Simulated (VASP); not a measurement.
Cr: single point with LDA

Cr:

```
CELL_PARAMETERS angstrom
2.75850 0.00000 0.00000
-1.37925 2.38893 0.00000
0.00000 0.00000 4.48231
ATOMIC_POSITIONS crystal
Cr 0.33333 0.66667 0.25000
Cr 0.66667 0.33333 0.75000
```

This cell differs from its parent crystal: volume scaled by 1.05.

```
Program             : VASP 6.6.1
Task                : single point
Functional          : LDA
Potentials or basis : VASP PAW LDA potentials, release 64 (Cr_pv)
Cutoff              : 520 eV
k mesh              : 12 × 12 × 7
Occupations         : fermi-dirac, width 0.03 eV
Spin                : collinear spin, ferromagnetic start
Starting moments    : [3.0, 3.0] μB
```

```
Pressure                                              : -41.6 GPa
Net moment                                            : 1.29 μB per cell
Site moments                                          : Cr +0.59 μB
Valence electrons inside the program's atomic spheres : Cr 10.66
```

Stress tensor (GPa, compression positive):
```
-43.28   0.00   0.00
  0.00 -43.28   0.00
  0.00   0.00 -38.11
```

Levels at points of the mesh, in eV from the Fermi level:
Spin up:
```
           k point  band 11  band 12  band 13  band 14  band 15  band 16
(0.00, 0.00, 0.00)    -0.50    -0.17    -0.17     0.25     0.25     0.51
(0.50, 0.00, 0.00)    -0.65    -0.55    -0.13     1.56     1.66     1.72
```
Spin down:
```csv
k point,band 8,band 9,band 10,band 11,band 12,band 13,band 14,band 15
"(0.00, 0.00, 0.00)",-2.96,-0.06,-0.03,-0.03,0.32,0.32,0.73,0.76
"(0.50, 0.00, 0.00)",-2.45,-2.15,-0.70,-0.16,-0.09,0.31,2.09,2.20
```

Run time: 61 s on 1 thread of Intel(R) Xeon(R) Platinum 8488C (Sapphire Rapids), on a shared host, peak memory 0.19 GiB.
